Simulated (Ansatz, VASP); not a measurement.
**Two plane-wave programs on FeSi**

```xyz
8
Lattice="4.4465 0.0000 0.0000 0.0000 4.4465 0.0000 0.0000 0.0000 4.4465" Properties=species:S:1:pos:R:3 pbc="T T T"
Fe    0.6020    0.6020    0.6020
Fe    1.6213    3.8446    2.8252
Fe    2.8252    1.6213    3.8446
Fe    3.8446    2.8252    1.6213
Si    3.7374    3.7374    3.7374
Si    2.9325    0.7092    1.5141
Si    1.5141    2.9325    0.7092
Si    0.7092    1.5141    2.9325
```

Alike in both runs: functional r2SCAN; k mesh 8 × 8 × 8; occupations gaussian, width 0.02 eV; no spin polarisation.

Ansatz relaxed the structure, and its values are those at the end. VASP's run is a single point on that final structure, the one shown.

|  | VASP | Ansatz |
| --- | --- | --- |
| version | VASP 6.6.1 | Ansatz 0.2.0 |
| potentials or method | VASP PAW PBE potentials, release 64 (Fe, Si), cutoff 520 eV | scalar-relativistic, plane waves, PAW |
| valence electrons in the cell | 48 | 80 |

Ansatz gave:

| Quantity | Value |
| --- | --- |
| gap on the k mesh at the Fermi level (eV) | 0.34 |
| least direct gap on the mesh (eV) | 0.35 |
| pressure (GPa) | -6.7 |
| rms of the force components (eV/Å) | 0.001 |

Task: Which values does VASP return?

Result: gap on the k mesh at the Fermi level (eV): 0.33; least direct gap on the mesh (eV): 0.34; pressure (GPa): -6.3; rms of the force components (eV/Å): 0.013.

VASP's potentials were made for PBE, not for r2SCAN. VASP's potentials hold 48 valence electrons a cell and Ansatz's 80, so a difference there can come from the potentials and not from the codes. Ansatz's warnings: stress scf threshold loose.
